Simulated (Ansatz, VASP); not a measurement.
Two plane-wave programs on C

```
C
1.0
    -2.49129    0.00000    0.00000
    -1.24565   -2.15752    0.00000
    -1.24577   -0.71925   10.25388
C
10
Direct
  0.44202 0.44202 0.87416
  0.49166 0.49166 0.72524
  0.02483 0.02483 0.12579
  0.57555 0.57555 0.47361
  0.97516 0.97516 0.27480
  0.62522 0.62522 0.32460
  0.75864 0.75864 0.92429
  0.17504 0.17504 0.67511
  0.37488 0.37488 0.07567
  0.22550 0.22550 0.52373
```

Alike in both runs: task single point; functional LDA; k mesh 10 × 10 × 3; occupations gaussian, width 0.05 eV; no spin polarisation.

|  | VASP | Ansatz |
| --- | --- | --- |
| version | VASP 6.6.1 | Ansatz 0.2.0 |
| potentials or method | VASP PAW LDA potentials, release 64 (C_h), cutoff 910 eV | scalar-relativistic, plane waves, PAW |
| valence electrons in the cell | 40 | 40 |

Ansatz gave:

```
gap on the k mesh at the Fermi level (eV) : none
rms of the force components (eV/Å)        : 0.972
```

Q: Which values does VASP return?

A: gap on the k mesh at the Fermi level (eV): none; rms of the force components (eV/Å): 0.965.

LDA's correlation is that of Perdew and Zunger in VASP and of Perdew and Wang (1992) in Ansatz. Atom by atom the forces differ by 0.007 eV/Å (rms over components). A gap of «none» marks a metal or a gap that the smearing closes.

Noted on VASP's run: the cutoff is short for stress, so the pressure is rough.
